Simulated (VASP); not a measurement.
# Al (Fm-3m) in VASP: notebook, part 2 of 2

VASP 6.6.1. Earlier steps stand in the parts before.

## 3. Single point, RPBE (volume scaled by 1.08)

INCAR

```
PREC = Accurate ; ENCUT = 520
EDIFF = 1E-6 ; ISMEAR = -1
SIGMA = 0.1 ; LREAL = False
LASPH = True ; NELM = 60
ALGO = Normal ; ISIF = 2
LWAVE = False ; LCHARG = True
GGA = RP ; LELF = True
LVHAR = True ; NBANDS = 8
```

KPOINTS

```
regular mesh
0
Gamma
  22 22 22
```

POSCAR

```
Al
1.0
    0.0000000000      2.0851638665      2.0851638665
    2.0851638665      0.0000000000      2.0851638665
    2.0851638665      2.0851638665      0.0000000000
Al
1
Direct
    0.0000000000      0.0000000000      0.0000000000
```

Potentials or basis: VASP PAW PBE potentials, release 64 (Al).

Run with:

```bash
$ cat potpaw_PBE.64/Al/POTCAR > POTCAR
$ mpirun -np 1 vasp_std > vasp.out
```

OUTCAR:

```text
PREC = Accurate
   ENCUT = 520
   EDIFF = 1E-6
   ISMEAR = -1
   LREAL = False
   LASPH = True
   NELM = 60
   ISIF = 2
   GGA = RP

 ion  position               nearest neighbor table
   1  0.000  0.000  0.000-

  LATTYP: Found a face centered cubic cell.
 ALAT       =     4.1703277330

  Lattice vectors:

 A1 = (   0.0000000000,   2.0851638665,   2.0851638665)
 A2 = (   2.0851638665,   0.0000000000,   2.0851638665)
 A3 = (   2.0851638665,   2.0851638665,   0.0000000000)

Analysis of symmetry for initial positions (statically):
=====================================================================
 Subroutine PRICEL returns:
 Original cell was already a primitive cell.

 Routine SETGRP: Setting up the symmetry group for a
 face centered cubic supercell.

 Subroutine GETGRP returns: Found 48 space group operations
 (whereof 48 operations were pure point group operations)
 out of a pool of 48 trial point group operations.

The static configuration has the point symmetry O_h .

Analysis of symmetry for dynamics (positions and initial velocities):
=====================================================================
 Subroutine PRICEL returns:
 Original cell was already a primitive cell.

 Routine SETGRP: Setting up the symmetry group for a
 face centered cubic supercell.

 Subroutine GETGRP returns: Found 48 space group operations
 (whereof 48 operations were pure point group operations)
 out of a pool of 48 trial point group operations.

The dynamic configuration has the point symmetry O_h .

 Subroutine INISYM returns: Found 48 space group operations
 (whereof 48 operations are pure point group operations),
 and found     1 'primitive' translations

----------------------------------------------------------------------------------------

                                     Primitive cell

  volume of cell :      18.1322

  direct lattice vectors                    reciprocal lattice vectors
     0.000000000  2.085163866  2.085163866    -0.239789308  0.239789308  0.239789308
     2.085163866  0.000000000  2.085163866     0.239789308 -0.239789308  0.239789308
     2.085163866  2.085163866  0.000000000     0.239789308  0.239789308 -0.239789308

  length of vectors
     2.948867020  2.948867020  2.948867020     0.415327264  0.415327264  0.415327264

  position of ions in fractional coordinates (direct lattice)
     0.000000000  0.000000000  0.000000000

  ion indices of the primitive-cell ions
   primitive index   ion index
                 1           1

----------------------------------------------------------------------------------------

 KPOINTS: regular mesh

Automatic generation of k-mesh.
 Grid dimensions read from file:
 generate k-points for:   22   22   22

 Generating k-lattice:

  Cartesian coordinates                     Fractional coordinates (reciprocal lattice)
    -0.010899514  0.010899514  0.010899514     0.045454545  0.000000000  0.000000000
     0.010899514 -0.010899514  0.010899514     0.000000000  0.045454545  0.000000000
     0.010899514  0.010899514 -0.010899514     0.000000000  0.000000000  0.045454545

  Length of vectors
     0.018878512  0.018878512  0.018878512

  Shift w.r.t. Gamma in fractional coordinates (k-lattice)
     0.000000000  0.000000000  0.000000000

 Subroutine IBZKPT returns following result:
 ===========================================

 Found    328 irreducible k-points:

 Following reciprocal coordinates:
            Coordinates               Weight
  0.000000  0.000000  0.000000      1.000000
  0.045455  0.000000  0.000000      8.000000
  0.090909  0.000000  0.000000      8.000000
  0.136364  0.000000  0.000000      8.000000
  0.181818  0.000000  0.000000      8.000000
  0.227273  0.000000  0.000000      8.000000
[... 16 lines left out ...]
  0.500000  0.045455  0.000000     24.000000
 -0.454545  0.045455  0.000000     24.000000
 [... further k-points ...]
   k-points           NKPTS =    328   k-points in BZ     NKDIM =    328   number of bands    NBANDS=      8
   number of dos      NEDOS =    301   number of ions     NIONS =      1
   total plane-waves  NPLWV =  13824
   dimension x,y,z NGX =    24 NGY =   24 NGZ =   24
   dimension x,y,z NGXF=    48 NGYF=   48 NGZF=   48
   ions per type =               1
   NGX,Y,Z   is equivalent  to a cutoff of  13.53, 13.53, 13.53 a.u.
   NGXF,Y,Z  is equivalent  to a cutoff of  27.06, 27.06, 27.06 a.u.
 SYSTEM =  unknown system
   PREC   = accura    normal or accurate (medium, high low for compatibility)
   ISTART =      0    job   : 0-new  1-cont  2-samecut
   ICHARG =      2    charge: 1-file 2-atom 10-const
   ISPIN  =      1    spin polarized calculation?
   LNONCOLLINEAR =      F non collinear calculations
   LSORBIT =      F    spin-orbit coupling
   LASPH  =      T    aspherical Exc in radial PAW
   ENCUT  =  520.0 eV  38.22 Ry    6.18 a.u.   5.48  5.48  5.48*2*pi/ulx,y,z
   NELM   =     60;   NELMIN=  2; NELMDL= -5     # of ELM steps
   EDIFF  = 0.1E-05   stopping-criterion for ELM
   LREAL  =      F    real-space projection
   EDIFFG = 0.1E-04   stopping-criterion for IOM
   NSW    =      0    number of steps for IOM
   IBRION =     -1    ionic relax: 0-MD 1-quasi-New 2-CG
   NFREE  =      0    steps in history (QN), initial steepest desc. (CG)
   ISIF   =      2    stress and relaxation
   ISYM   =      2    0-nonsym 1-usesym 2-fastsym
   POTIM  = 0.5000    time-step for ionic-motion
   TEBEG  =    0.0;   TEEND  =   0.0 temperature during run
   PSTRESS=    0.0 pullay stress
   NELECT =       3.0000    total number of electrons
   NUPDOWN=      -1.0000    fix difference up-down
   EMIN   =  10.00;   EMAX   =-10.00  energy-range for DOS
   EFERMI =   0.00;   METHOD = LEGACY
   ISMEAR =    -1;   SIGMA  =   0.10  broadening in eV -4-tet -1-fermi 0-gaus
   EFERMI_NEDOS =   21; number of points for ismear=-14 and -15
   IALGO  =     38    algorithm
   IMIX   =      4    mixing-type and parameters
     AMIX     =   0.40;   BMIX     =  1.00
     AMIX_MAG =   1.60;   BMIX_MAG =  1.00
  volume/ion in A,a.u.               =      18.13       122.36
  Fermi-wavevector in a.u.,A,eV,Ry     =   0.898735  1.698363 10.989764  0.807725
  Thomas-Fermi vector in A             =   2.021481
   LORBIT       =      0    0 simple, 1 ext, 2 COOP (PROOUT), +10 PAW based schemes
   GGA     = RP    functional components
   LHFCALC =     F    Hartree Fock is set to
   AEXX    =    0.0000 exact exchange contribution
   IVDW    =     0    specifies the selected vdW correction
   LEPSILON=     F    determine dielectric tensor
   LRPA    =     F    only Hartree local field effects (RPA)
 non-spin polarized calculation
  energy-cutoff  :      520.00
  volume of cell :       18.13
 maximum number of plane-waves:       531
 NGX is ok and might be reduce to    24
   NGX = 11   NGY = 11   NGZ = 11

 number of electron       3.0000000 magnetization

 Free energy of the ion-electron system (eV)
  ---------------------------------------------------
  ext. energy  EPLUGINS =         0.00000000
  ---------------------------------------------------
  free energy    TOTEN  =        -3.49295539 eV

  energy without entropy =       -3.47965297  energy(sigma->0) =       -3.48630418

 E-fermi :   7.1249     XC(G=0):  -9.8062

 val. band max:        7.1050981681   @ k =   0.5000   0.2727   0.0455
 cond. band min:       7.1711274472   @ k =  -0.4545   0.3636   0.0000
 fundamental gap:      0.0660292791
 Fermi energy:         7.1248806361

 k-point     1 :       0.0000    0.0000    0.0000
  band No.  band energies     occupation
      1      -3.3586      2.00000
      2      19.2289      0.00000
      3      19.2289      0.00000
      4      19.2289      0.00000
      5      20.1648      0.00000
      6      20.1648      0.00000
      7      20.1648      0.00000
      8      22.8683      0.00000
[... 243 lines left out ...]
 k-point    24 :      -0.4545    0.0455    0.0000
  band No.  band energies     occupation
      1       2.2244      2.00000
      2       3.7125      2.00000
      3      16.4405      0.00000
      4      17.2498      0.00000
      5      18.5412      0.00000
      6      18.6919      0.00000
      7      21.5679      0.00000
      8      22.4098      0.00000

 [... further k-points ...]

------------------------ aborting loop because EDIFF is reached ----------------------------------------

  FORCE on cell =-STRESS in cart. coord.  units (eV):
  Direction    XX          YY          ZZ          XY          YZ          ZX
  --------------------------------------------------------------------------------------
  -------------------------------------------------------------------------------------
  Total       -0.5612502     -0.5612502     -0.5612502      0.0000000      0.0000000     -0.0000000
  in kB      -49.5925596    -49.5925596    -49.5925596      0.0000000      0.0000000     -0.0000000
  external PRESSURE =     -49.5925596 kB  Pullay stress =       0.0000000 kB

 VOLUME and BASIS-vectors are now :
 -----------------------------------------------------------------------------
  energy-cutoff  :      520.00
  volume of cell :       18.13
      direct lattice vectors                 reciprocal lattice vectors
     0.000000000  2.085163866  2.085163866    -0.239789308  0.239789308  0.239789308
     2.085163866  0.000000000  2.085163866     0.239789308 -0.239789308  0.239789308
     2.085163866  2.085163866  0.000000000     0.239789308  0.239789308 -0.239789308

 POSITION                                       TOTAL-FORCE (eV/Angst)
 -----------------------------------------------------------------------------------
      0.00000      0.00000      0.00000         0.000000      0.000000     -0.000000
 -----------------------------------------------------------------------------------
    total drift:                                0.000000     -0.000000     -0.000000

  FREE ENERGIE OF THE ION-ELECTRON SYSTEM (eV)
  ---------------------------------------------------
  free  energy   TOTEN  =        -3.4929553905 eV

  energy  without entropy=       -3.4796529672  energy(sigma->0) =       -3.48630418
```

OSZICAR:

```text
N       E                     dE             d eps       ncg     rms          rms(c)
DAV:   1    -0.218468856434E+01   -0.21847E+01   -0.82402E+02  5256   0.199E+02
DAV:   2    -0.350620181996E+01   -0.13215E+01   -0.12840E+01  7416   0.178E+01
DAV:   3    -0.351321989613E+01   -0.70181E-02   -0.70142E-02  6760   0.146E+00
DAV:   4    -0.351323817515E+01   -0.18279E-04   -0.18280E-04  8168   0.675E-02
DAV:   5    -0.351323821152E+01   -0.36370E-07   -0.35893E-07  6880   0.176E-03    0.166E+00
DAV:   6    -0.350192376696E+01    0.11314E-01   -0.18953E-03  6600   0.239E-01    0.957E-01
DAV:   7    -0.349297718357E+01    0.89466E-02   -0.58146E-03  6696   0.387E-01    0.177E-01
DAV:   8    -0.349295929176E+01    0.17892E-04   -0.15446E-05  7736   0.300E-02    0.218E-02
DAV:   9    -0.349295574831E+01    0.35435E-05   -0.18815E-06  7312   0.659E-03    0.867E-04
DAV:  10    -0.349295539047E+01    0.35785E-06   -0.70344E-09  4864   0.658E-04
   1 F= -.34929554E+01 E0= -.34863042E+01  d E =-.133024E-01
```

It took 16 s on 1 thread of Intel Xeon 6975P-C, shared host; peak memory 0.16 GiB.

What came out:

```
Free energy : -3.4930 eV
Pressure    : -5.0 GPa
```

Caveat: the cell differs from its parent crystal (volume scaled by 1.08); the PAW data sets were made with another functional, which shifts forces and pressure a little.

## 4. Single point, RPBE (volume scaled by 1.12)

INCAR

```
SYSTEM = Al
ALGO = Normal ; EDIFF = 1E-6
ENCUT = 520 ; GGA = RP
ISIF = 2 ; ISMEAR = -1
LASPH = .True. ; LCHARG = .False.
LREAL = .False. ; LWAVE = .False.
NBANDS = 8 ; NELM = 100
PREC = Accurate ; SIGMA = 0.1
```

KPOINTS

```
k-points
0
Gamma
  22 22 22
  0 0 0
```

POSCAR

```
Al
1.0
    0.0000000000      2.1105952005      2.1105952005
    2.1105952005      0.0000000000      2.1105952005
    2.1105952005      2.1105952005      0.0000000000
Al
1
Direct
    0.0000000000      0.0000000000      0.0000000000
```

Run with:

```bash
$ cat potpaw_PBE.64/Al/POTCAR > POTCAR
$ mpirun -np 1 vasp_std > vasp.out
```

It took 18 s on 1 thread of Intel Xeon 6975P-C, shared host; peak memory 0.16 GiB.

It converged, with:

| Quantity | Value |
| --- | --- |
| Free energy | -3.4685 eV |
| Pressure | -6.7 GPa |

Levels at points of the mesh, in eV from the Fermi level:
```csv
k point,band 1,band 2,band 3,band 4
"(0.00, 0.00, 0.00)",-10.24,11.92,11.92,11.92
"(0.50, 0.00, 0.00)",-4.17,-4.09,10.19,10.19
"(0.50, 0.50, 0.00)",-2.60,-1.56,5.07,5.07
```

Caveat: the cell differs from its parent crystal (volume scaled by 1.12); the PAW data sets were made with another functional, which shifts forces and pressure a little.

## 5. Single point, RPBE, non-collinear spin, zero start, spin-orbit coupling

This run uses another cell than the first one, of 16.79 Å³/atom, 0.962 times its volume.

INCAR

```
ALGO     = Normal         # electronic algorithm
EDIFF    = 1E-6           # SCF threshold, eV
ENCUT    = 500            # plane-wave cutoff, eV
GGA      = RP             # functional
GGA_COMPAT= F            
ISIF     = 2              # what is computed and relaxed
ISMEAR   = -1             # smearing method
LASPH    = T              # aspherical terms in the spheres
LCHARG   = F              # write CHGCAR
LORBIT   = 11             # projections on sites
LORBMOM  = T            
LREAL    = F              # projectors in reciprocal space
LSORBIT  = T              # spin-orbit coupling
LWAVE    = F              # write WAVECAR
MAGMOM   = 0 0 0          # initial moments
NBANDS   = 14             # bands
NELM     = 200            # most SCF steps
PREC     = Accurate       # precision mode
SIGMA    = 0.1            # smearing width, eV
```

KPOINTS

```
k-points
0
Gamma
  13 13 13
```

POSCAR

```
Al
1.0
    0.0000000000      2.0323520443      2.0323520443
    2.0323520443      0.0000000000      2.0323520443
    2.0323520443      2.0323520443      0.0000000000
Al
1
Direct
    0.0000000000      0.0000000000      0.0000000000
```

Run with:

```bash
$ cat potpaw_PBE.64/Al/POTCAR > POTCAR
$ mpirun -np 1 vasp_ncl > vasp.out
```

It took 39 s on 1 thread of AMD EPYC 9R45 (Zen 5), shared host; peak memory 0.16 GiB.

It converged, with:

| Item | Value |
| --- | --- |
| Free energy | -3.5115 eV |
| Pressure | -0.2 GPa |
| Net moment | 0.00 μB per cell |
| Valence electrons inside the program's atomic spheres | Al 0.76 |

Moments on the atoms (μB; x, y, z):
```
Al  0.00 0.00 0.00
```

Caveat: the PAW data sets were made with another functional, which shifts forces and pressure a little.

## 6. Summary

| spin | cell | k mesh | cutoff (eV) | gap on the mesh (eV) | pressure (GPa) |
| --- | --- | --- | --- | --- | --- |
| off | a = 2.912 Å, angles 60.0°, 1 atom | 22 × 22 × 22 | 520 | none | -2.8 |
| off | a = 2.949 Å, angles 60.0°, 1 atom | 22 × 22 × 22 | 520 | none | -5.0 |
| off | a = 2.985 Å, angles 60.0°, 1 atom | 22 × 22 × 22 | 520 | none | -6.7 |
| non-collinear, zero start, SOC | a = 2.874 Å, angles 60.0°, 1 atom | 13 × 13 × 13 | 500 | - | -0.2 |

Alike in all rows: task single point; level RPBE; potentials or basis VASP PAW PBE potentials, release 64 (Al); smearing fermi-dirac 0.1 eV.

Caveats: the PAW data sets were made with another functional, which shifts forces and pressure a little.

Total energies depend on the potentials used, so only differences within one code and one set of settings carry meaning.
